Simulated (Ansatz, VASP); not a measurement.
# Si2GeP3 in VASP and in Ansatz

The input INCAR:

```
SYSTEM = Si2GeP3
ALGO = Normal ; EDIFF = 1E-6
EDIFFG = -0.04 ; ENCUT = 600
GGA = PE ; IBRION = 2
ISIF = 3 ; ISMEAR = 0
LASPH = .True. ; LCHARG = .False.
LREAL = .False. ; LWAVE = .False.
NELM = 80 ; NSW = 90
PREC = Accurate ; SIGMA = 0.1
```

KPOINTS

```
k-points
0
Gamma
  6 6 2
  0 0 0
```

The input POSCAR:

```
Si2GeP3
1.0
    3.2591567000      0.0000000000      0.0000000000
    0.0000000000      3.2591567000      0.0000000000
    0.0000000000      0.0000000000      9.8675378700
Si Ge P
2 1 3
Direct
    0.5000000000      0.5000000000      0.3248246900
    0.5000000000      0.5000000000      0.6751753100
    0.5000000000      0.5000000000      0.0000000000
    0.0000000000      0.0000000000      0.8390681100
    0.0000000000      0.0000000000      0.1609318900
    0.0000000000      0.0000000000      0.5000000000
```

Input for Ansatz:

```yaml
crystal:
  lattice:
    - [3.2591567, 0.0, 0.0]
    - [0.0, 3.2591567, 0.0]
    - [0.0, 0.0, 9.86753787]
  atoms:
    - { symbol: Si, position: [0.5, 0.5, 0.32482469] }
    - { symbol: Si, position: [0.5, 0.5, 0.67517531] }
    - { symbol: Ge, position: [0.5, 0.5, 0.0] }
    - { symbol: P, position: [0.0, 0.0, 0.83906811] }
    - { symbol: P, position: [0.0, 0.0, 0.16093189] }
    - { symbol: P, position: [0.0, 0.0, 0.5] }
basis:
  ecutwfc: 420
kpoints:
  mp_grid: { grid: [6, 6, 2] }
hamiltonian:
  xc: pbe
scf:
  occupations: { method: gaussian, width: 0.1 }
  lower_state_search: "off"
output:
  forces: true
  stress: true
  eigenvalues: true
relax:
  adjacent_minimum: "off"
  f_tol: 0.04
  max_steps: 70
  cell: { stress_tol: 0.4 }
```

Change from the starting cell: species swapped into the Li3Tl2Cd type (P4/mmm, No. 123).

Alike in both runs: task relaxation of cell and atoms; functional PBE; k mesh 6 × 6 × 2; occupations gaussian, width 0.1 eV; no spin polarisation.

|  | VASP | Ansatz |
| --- | --- | --- |
| version | VASP 6.6.1 | Ansatz 0.2.0 |
| potentials or method | VASP PAW PBE potentials, release 64 (Si, Ge_d, P), cutoff 600 eV | scalar-relativistic, plane waves, PAW |
| valence electrons in the cell | 37 | 37 |

```csv
,VASP,Ansatz,Ansatz less VASP
"gap on the k mesh at the Fermi level, each at its own relaxed structure (eV)",none,none,-
relaxed volume (Å³/atom),15.51,15.62,+0.113
relaxed cell length with the largest relative difference (Å),9.383,9.109,-0.2735
```

A gap of «none» marks a metal or a gap that the smearing closes.

Noted on VASP's run: too few bands were computed for a metal, which touches its energy and stress.
